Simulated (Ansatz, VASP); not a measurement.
## Two plane-wave programs on Ca2SiN2

```xyz
5
Lattice="5.5012 0.0000 0.0000 -2.7506 4.7642 0.0000 0.0000 0.0000 5.1401" Properties=species:S:1:pos:R:3 pbc="T T T"
Ca    0.0000    3.1761    2.5701
Ca    2.7506    1.5881    2.5701
Si    0.0000    0.0000    2.5701
N     0.0000    0.0000    0.5890
N     0.0000    0.0000    4.5512
```

Alike in both runs: functional PBE; k mesh 6 × 6 × 4; occupations gaussian, width 0.1 eV; no spin polarisation.

Ansatz relaxed the structure, and its values are those at the end. VASP's run is a single point on that final structure, the one shown.

```csv
,VASP,Ansatz
version,VASP 6.6.1,Ansatz 0.2.0
potentials or method,"VASP PAW PBE potentials, release 64 (Ca_sv, Si, N), cutoff 600 eV","scalar-relativistic, plane waves, PAW"
valence electrons in the cell,34,34
```

VASP gave:

| Item | Value |
| --- | --- |
| gap on the k mesh at the Fermi level (eV) | none |
| pressure (GPa) | 0.4 |
| rms of the force components (eV/Å) | 0.190 |

Task: Which values does Ansatz return?

Result: gap on the k mesh at the Fermi level (eV): none; pressure (GPa): 0.2; rms of the force components (eV/Å): 0.001.

A gap of «none» marks a metal or a gap that the smearing closes. One of these differences is far larger than is usual between the two programs; its cause wasn't traced. With one functional, cell and mesh, what is left measures potentials, basis and numerics.

Noted on VASP's run: the standard files for N, O and F lose accuracy on very short bonds.
